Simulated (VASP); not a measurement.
A run of VASP 6.6.1 is set up as follows.

The input POSCAR:

```
Mg2C
1.0
    0.0000000000      2.7109426181      2.7109426181
    2.7109426181      0.0000000000      2.7109426181
    2.7109426181      2.7109426181      0.0000000000
C Mg
1 2
Direct
    0.0000000000      0.0000000000      0.0000000000
    0.2500000000      0.2500000000      0.2500000000
    0.7500000000      0.7500000000      0.7500000000
```

File INCAR.step1:

```
SYSTEM = Mg2C
PREC = Accurate ; ENCUT = 520
EDIFF = 1E-5 ; ISMEAR = 0
SIGMA = 0.01 ; LREAL = .FALSE.
LASPH = .TRUE. ; NELM = 60
ALGO = Normal ; ISIF = 2
LWAVE = .TRUE. ; LCHARG = .FALSE.
GGA = PE ; NBANDS = 11
```

INCAR.step2

```
SYSTEM = Mg2C
PREC = Accurate ; ENCUT = 520
EDIFF = 1E-6 ; ISMEAR = 0
SIGMA = 0.01 ; LREAL = .FALSE.
LASPH = .TRUE. ; NELM = 60
ALGO = Normal ; ISIF = 2
LWAVE = .FALSE. ; LCHARG = .FALSE.
GGA = PE ; LHFCALC = .TRUE.
HFSCREEN = 0.2079 ; PRECFOCK = Normal
ISTART = 1 ; NBANDS = 11
```

File KPOINTS:

```
regular mesh
0
G
  6 6 6
  0 0 0
```

Potentials or basis: VASP PAW PBE potentials, release 64 (C, Mg).

Launch:

```console
$ cat potpaw_PBE.64/C/POTCAR potpaw_PBE.64/Mg/POTCAR > POTCAR
$ cp INCAR.step1 INCAR
$ mpirun -np 1 vasp_std > vasp.out
$ cp INCAR.step2 INCAR
$ mpirun -np 1 vasp_std > vasp.out
```

(1) Estimate the band gap on the k mesh.

(2) What does it give for the pressure?

## Answers

(1) 1.39 eV (least direct gap 2.30 eV).

(2) -0.6 GPa.

Caveat: the structure was generated, so it needn't be the stable form of Mg2C; the PAW data sets were made with another functional, which shifts forces and pressure a little.
